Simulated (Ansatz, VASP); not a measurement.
# SnO: VASP beside Ansatz

Contents of INCAR:

```
SYSTEM = SnO
ALGO = Normal ; EDIFF = 1E-6
ENCUT = 520 ; GGA = PS
ISIF = 2 ; ISMEAR = 0
LASPH = .TRUE. ; LCHARG = .FALSE.
LREAL = .FALSE. ; LWAVE = .FALSE.
NBANDS = 28 ; NELM = 80
PREC = Accurate ; SIGMA = 0.15
```

KPOINTS

```
k-points
0
G
  12 12 10
  0 0 0
```

Contents of POSCAR:

```
SnO
1.0
    3.8020000000      0.0285150000      0.0000000000
    0.0285150000      3.8020000000      0.0000000000
    0.0000000000      0.0000000000      4.8360000000
Sn O
2 2
Direct
    0.0000000000      0.5000000000      0.2385000000
    0.5000000000      0.0000000000      0.7615000000
    0.0000000000      0.0000000000      0.0000000000
    0.5000000000      0.5000000000      0.0000000000
```

Input for Ansatz:

```yaml
crystal:
  lattice:
    - [3.802, 0.028515, 0.0]
    - [0.028515, 3.802, 0.0]
    - [0.0, 0.0, 4.836]
  atoms:
    - { symbol: Sn, position: [0.0, 0.5, 0.2385] }
    - { symbol: Sn, position: [0.5, 0.0, 0.7615] }
    - { symbol: O, position: [0.0, 0.0, 0.0] }
    - { symbol: O, position: [0.5, 0.5, 0.0] }
basis:
  ecutwfc: 420
kpoints:
  mp_grid: { grid: [12, 12, 10] }
hamiltonian:
  xc: pbesol
scf:
  occupations: { method: gaussian, width: 0.15 }
output:
  forces: true
  stress: true
  eigenvalues: true
```

Change from the starting cell: strain +0.0150 x Voigt [0, 0, 0, 0, 0, 1], atoms carried along.

Alike in both runs: task single point; functional PBEsol; k mesh 12 × 12 × 10; occupations gaussian, width 0.15 eV; no spin polarisation.

|  | VASP | Ansatz |
| --- | --- | --- |
| version | VASP 6.6.1 | Ansatz 0.2.0 |
| potentials or method | VASP PAW PBE potentials, release 64 (Sn_d, O), cutoff 520 eV | scalar-relativistic, plane waves, PAW |
| valence electrons in the cell | 40 | 40 |

|  | VASP | Ansatz | Ansatz less VASP |
| --- | --- | --- | --- |
| gap on the k mesh at the Fermi level (eV) | none | none | - |
| pressure (GPa) | 0.2 | 0.0 | -0.23 |
| traceless stress, the component that is largest in VASP (GPa) | -1.25 | -1.25 | -0.006 |
| rms of the force components (eV/Å) | 0.060 | 0.025 | -0.0350 |

VASP's potentials were made for PBE, not for PBEsol. Atom by atom the forces differ by 0.035 eV/Å (rms over components). A gap of «none» marks a metal or a gap that the smearing closes.
